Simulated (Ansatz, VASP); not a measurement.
**Si: VASP beside Ansatz**

```
CELL_PARAMETERS angstrom
-3.34556 3.34556 3.34556
3.34556 -3.34556 3.34556
3.34556 3.34556 -3.34556
ATOMIC_POSITIONS crystal
Si 0.75000 0.25000 0.50000
Si 0.75000 0.50000 0.25000
Si 0.25000 0.75000 0.50000
Si 0.25000 0.50000 0.75000
Si 0.50000 0.75000 0.25000
Si 0.50000 0.25000 0.75000
```

Alike in both runs: functional PBEsol; k mesh 5 × 5 × 5; no spin polarisation.

Ansatz relaxed the structure, and its values are those at the end. VASP's run is a single point on that final structure, the one shown.

|  | VASP | Ansatz |
| --- | --- | --- |
| version | VASP 6.6.1 | Ansatz 0.2.0 |
| potentials or method | VASP PAW PBE potentials, release 64 (Si), cutoff 500 eV | plane waves, PAW |
| occupations | fermi-dirac, width 0.1 eV | fermi-dirac |
| valence electrons in the cell | 24 | 24 |

|  | VASP | Ansatz | Ansatz less VASP |
| --- | --- | --- | --- |
| pressure (GPa) | 0.1 | 0.0 | -0.08 |

VASP's potentials were made for PBE, not for PBEsol.
